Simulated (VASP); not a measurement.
Here is a VASP 6.6.1 calculation.

Contents of INCAR:

```
PREC = Accurate ; ENCUT = 520
EDIFF = 1E-6 ; ISMEAR = 0
SIGMA = 0.05 ; LREAL = False
LASPH = True ; NELM = 80
ALGO = Normal ; ISIF = 2
LWAVE = False ; LCHARG = False
GGA = PE ; NBANDS = 16
```

File KPOINTS:

```
Automatic mesh
0
Gamma
  8 8 8
```

POSCAR

```
GaP
1.0
    0.0000000000      2.8213502327      2.6149099718
    2.8213502327      0.0000000000      2.6149099718
    2.8213502327      2.8213502327      0.0000000000
Ga P
1 1
Direct
    0.0000000000      0.0000000000      0.0000000000
    0.7500000000      0.7500000000      0.7500000000
```

Potentials or basis: VASP PAW PBE potentials, release 64 (Ga_d, P).

Command:

```sh
$ cat potpaw_PBE.64/Ga_d/POTCAR potpaw_PBE.64/P/POTCAR > POTCAR
$ mpirun -np 1 vasp_std > vasp.out
```

(1) Predict the band gap on the k mesh.

(2) What does it give for the pressure?

Results:

(1) 0.99 eV, indirect (least direct gap 1.31 eV).

(2) 0.0 GPa.

Caveat: the cell differs from its parent crystal (strain +0.025 along x and y, -0.050 along z).
